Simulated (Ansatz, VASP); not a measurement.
# GaAs: VASP beside Ansatz

```
CELL_PARAMETERS angstrom
0.00000 2.82308 2.82308
2.82308 0.00000 2.82308
2.82308 2.82308 0.00000
ATOMIC_POSITIONS crystal
Ga 0.00000 0.00000 0.00000
As 0.75000 0.75000 0.75000
```

Alike in both runs: task single point; functional r2SCAN; dispersion D4; k mesh 8 × 8 × 8; occupations gaussian, width 0.05 eV; no spin polarisation.

|  | VASP | Ansatz |
| --- | --- | --- |
| version | VASP 6.6.1 | Ansatz 0.2.0 |
| potentials or method | VASP PAW PBE potentials, release 64 (Ga_d, As), cutoff 520 eV | scalar-relativistic, plane waves, PAW |
| valence electrons in the cell | 18 | 28 |

Ansatz gave:

| Item | Value |
| --- | --- |
| gap on the k mesh at the Fermi level (eV) | 1.05 |
| least direct gap on the mesh (eV) | 1.05 |
| pressure (GPa) | -0.1 |

Question: Which values does VASP return?

Answer: gap on the k mesh at the Fermi level (eV): 1.03; least direct gap on the mesh (eV): 1.03; pressure (GPa): 0.0.

VASP's potentials were made for PBE, not for r2SCAN. VASP's potentials hold 18 valence electrons a cell and Ansatz's 28, so a difference there can come from the potentials and not from the codes.
